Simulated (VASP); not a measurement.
Crystal: BaS.

```
Ba S
1.0
     0.00000    3.21420    3.21420
     3.21420    0.00000    3.21420
     3.21420    3.21420    0.00000
Ba S
1 1
Direct
  0.50000 0.50000 0.50000
  0.00000 0.00000 0.00000
```

Base run:

```yaml
Program: VASP 6.6.1
Functional: PBEsol
Potentials_or_basis: VASP PAW PBE potentials, release 64 (Ba_sv, S)
Cutoff: 520 eV
k_mesh: 10 × 10 × 10
Occupations: gaussian, width 0.05 eV
Spin: no spin polarisation
```

Its results: band gap on the k mesh 2.02 eV, indirect (least direct gap 2.17 eV); pressure -1.3 GPa.

Question: The run is repeated on the same cell with these changes: functional from PBEsol to PBE. What comes out?

Answer: Band gap on the k mesh 2.14 eV, indirect (least direct gap 2.28 eV); pressure 0.6 GPa.

PBE binds less tightly than PBEsol, so the same cell stands under more pressure.

Caveats: spin-orbit coupling is left out, which moves the levels of the heavy elements; the PAW data sets were made with another functional, which shifts forces and pressure a little (some runs).

A k mesh can miss the band edges.
